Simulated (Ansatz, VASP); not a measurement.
## One calculation of BeSe5, two programs

```
Be Se
1.0
     3.46452    2.00024    3.05707
    -3.46452    2.00024    3.05707
     0.00000   -4.00049    3.05707
Be Se
1 5
Direct
  0.50000 0.50000 0.50000
  0.50000 0.50000 0.00000
  0.15184 0.15184 0.15184
  0.00000 0.50000 0.50000
  0.50000 0.00000 0.50000
  0.84816 0.84816 0.84816
```

Change from the starting cell: species swapped into the Mg5Sn type (R32, No. 155).

Alike in both runs: functional PBE; k mesh 6 × 6 × 6; occupations gaussian, width 0.1 eV; no spin polarisation.

Ansatz relaxed the structure, and its values are those at the end. VASP's run is a single point on that final structure, the one shown.

```csv
,VASP,Ansatz
version,VASP 6.6.1,Ansatz 0.2.0
potentials or method,"VASP PAW PBE potentials, release 64 (Be, Se), cutoff 520 eV","scalar-relativistic, plane waves, PAW"
valence electrons in the cell,32,82
```

|  | VASP | Ansatz | Ansatz less VASP |
| --- | --- | --- | --- |
| gap on the k mesh at the Fermi level (eV) | none | none | - |
| pressure (GPa) | 0.1 | 0.0 | -0.05 |
| rms of the force components (eV/Å) | 0.004 | 0.001 | -0.0031 |

A gap of «none» marks a metal or a gap that the smearing closes. The functional is the same, so the differences come from potentials, cutoffs and numerics. VASP's potentials hold 32 valence electrons a cell and Ansatz's 82, so a difference there can come from the potentials and not from the codes.
